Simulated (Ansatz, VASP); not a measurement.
Two plane-wave programs on WS2

```xyz
6
Lattice="3.1595 0.0000 0.0000 -1.5798 2.7362 0.0000 0.0000 0.0000 23.8043" Properties=species:S:1:pos:R:3 pbc="T T T"
S     0.0000    1.8242    4.5000
S     0.0000    1.8242    7.6521
S     1.0532    1.8242   11.7921
S     1.0532    1.8242   14.9443
W     1.5798    0.9121    6.0761
W    -0.5266    2.7362   13.3682
```

Alike in both runs: task single point; functional PBE; dispersion D3(BJ); k mesh 9 × 9 × 1; occupations gaussian, width 0.05 eV; no spin polarisation.

|  | VASP | Ansatz |
| --- | --- | --- |
| version | VASP 6.6.1 | Ansatz 0.2.0 |
| potentials or method | VASP PAW PBE potentials, release 64 (S, W_sv), cutoff 520 eV | scalar-relativistic, plane waves, PAW |
| valence electrons in the cell | 52 | 52 |

Ansatz gave:

| Property | Result |
| --- | --- |
| gap on the k mesh at the Fermi level (eV) | 1.91 |
| least direct gap on the mesh (eV) | 1.92 |
| rms of the force components (eV/Å) | 0.023 |

Task: Estimate VASP's values.

Result: gap on the k mesh at the Fermi level (eV): 1.92; least direct gap on the mesh (eV): 1.92; rms of the force components (eV/Å): 0.024.

Spin-orbit coupling is off throughout.
